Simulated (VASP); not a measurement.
Here is a VASP 6.6.1 calculation.

Contents of INCAR:

```
PREC = Accurate
ENCUT = 520
EDIFF = 1E-6
ISMEAR = 0
SIGMA = 0.1
LREAL = F
LASPH = T
NELM = 60
ALGO = Normal
ISIF = 2
LWAVE = F
LCHARG = F
LDIPOL = T
IDIPOL = 3
DIPOL = 0.5 0.5 0.316
GGA = PE
NBANDS = 102
```

Contents of KPOINTS:

```
regular mesh
0
Gamma
  5 5 1
```

POSCAR

```
HRh12
1.0
    5.4165863251      0.0000000000      0.0000000000
    0.0000000000      5.4165863251      0.0000000000
    0.0000000000      0.0000000000     19.1737394690
Rh H
12 1
Direct
    0.2500000000      0.2500000000      0.2086186686
    0.2500000000      0.7500000000      0.2086186686
    0.7500000000      0.2500000000      0.2086186686
    0.7500000000      0.7500000000      0.2086186686
    0.0000000000      0.0000000000      0.3044995961
    0.0000000000      0.5000000000      0.3044995961
    0.5000000000      0.0000000000      0.3044995961
    0.5000000000      0.5000000000      0.3044995961
    0.2500000000      0.2500000000      0.4002213278
    0.2500000000      0.7500000000      0.4002213278
    0.7500000000      0.2500000000      0.4002213278
    0.7500000000      0.7500000000      0.4002213278
    0.4166666667      0.4166666667      0.4548529802
```

Potentials or basis: VASP PAW PBE potentials, release 64 (Rh_pv, H).

Run with:

```bash
$ cat potpaw_PBE.64/Rh_pv/POTCAR potpaw_PBE.64/H/POTCAR > POTCAR
$ mpirun -np 1 vasp_std > vasp.out
```

(1) Estimate the largest force.

(2) Estimate the band gap on the k mesh.

Results:

(1) 0.372 eV/Å.

(2) zero (an odd number of electrons rules out a gap without spin polarisation).
